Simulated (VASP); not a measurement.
Lu2SiNF2:

```
CELL_PARAMETERS angstrom
3.95346 0.00000 0.00000
0.00000 3.95346 0.00000
0.00000 0.00000 6.59824
ATOMIC_POSITIONS crystal
Lu 0.50000 0.00000 0.31821
Lu 0.00000 0.50000 0.68179
Si 0.00000 0.00000 0.00000
N 0.50000 0.50000 0.00000
F 0.50000 0.00000 0.82913
F 0.00000 0.50000 0.17087
```

| Quantity | Value |
| --- | --- |
| Program | VASP 6.6.1 |
| Task | relaxation of cell and atoms |
| Functional | PBE |
| Potentials or basis | VASP PAW PBE potentials, release 64 (Lu, Si, N, F) |
| Cutoff | 600 eV |
| k mesh | 4 × 4 × 4 |
| Occupations | gaussian, width 0.1 eV |
| Spin | no spin polarisation |

At the start: pressure -2.6 GPa; volume 17.19 Å³/atom.

Task: Where does the relaxation end?

Result: Over 32 steps the energy falls by 1496.3 meV/atom and the volume is 13.67 Å³/atom (-20.5 %); space group P-4m2 (No. 115, to 0.05 Å).

The path:
```tsv
step	energy change (eV)	largest force (eV/Å)	pressure (GPa)	volume (Å³)
1	0.0000	2.6902	-2.61	103.13
2	-1.0630	2.9987	-1.88	99.01
3	-3.9068	3.3373	8.84	87.22
4	2.7734	14.4423	91.17	66.20
5	-4.3300	3.4323	15.72	83.65
6	-4.4614	4.2089	27.64	79.09
7	-4.6389	4.3683	27.84	79.06
8	-5.0879	4.9522	28.70	78.97
9	-5.4398	6.7785	31.48	78.72
10	-6.2034	5.7359	24.59	80.92
11	-7.6953	3.1524	8.27	87.71
12	-8.0141	0.2697	-9.92	102.24
13	-8.2175	0.8636	-5.46	97.05
14	-8.2268	1.0843	-3.94	95.62
15	-8.2727	1.0518	-3.68	94.85
16	-8.3960	0.9514	-2.76	92.54
17	-8.5764	0.8703	-0.36	88.02
18	-8.6752	1.0238	6.20	79.34
19	-8.7015	0.7121	2.94	82.95
20	-8.7077	0.8169	3.80	81.86
21	-8.7837	0.8555	1.74	82.15
22	-8.7925	0.8456	1.01	82.27
23	-8.8551	0.7080	-0.23	82.94
24	-8.9299	0.3376	-2.55	84.42
25	-8.9344	0.2131	-3.19	84.89
26	-8.9668	0.3738	-0.17	82.45
27	-8.9670	0.3313	-0.44	82.65
28	-8.9747	0.1600	0.04	82.08
29	-8.9764	0.0756	0.45	81.63
30	-8.9774	0.0600	-0.11	81.99
31	-8.9774	0.0598	-0.06	81.99
32	-8.9779	0.0342	-0.09	82.02
```

Final structure:
```xyz
6
Lattice="3.2608 0.0000 0.0000 0.0000 3.2608 0.0000 0.0000 0.0000 7.7138" Properties=species:S:1:pos:R:3 pbc="T T T"
Lu    1.6304    0.0000    2.1053
Lu    0.0000    1.6304    5.6086
Si    0.0000    0.0000    0.0000
N     1.6304    1.6304    0.0000
F     1.6304    0.0000    4.5585
F     0.0000    1.6304    3.1553
```

Caveat: the k points lie up to 0.48 Å⁻¹ apart in the final cell; the volume moved by over 15 % at a fixed basis, so the end points are rough; an odd number of electrons without spin polarisation forces a metal; a magnetic or distorted state may lie lower.
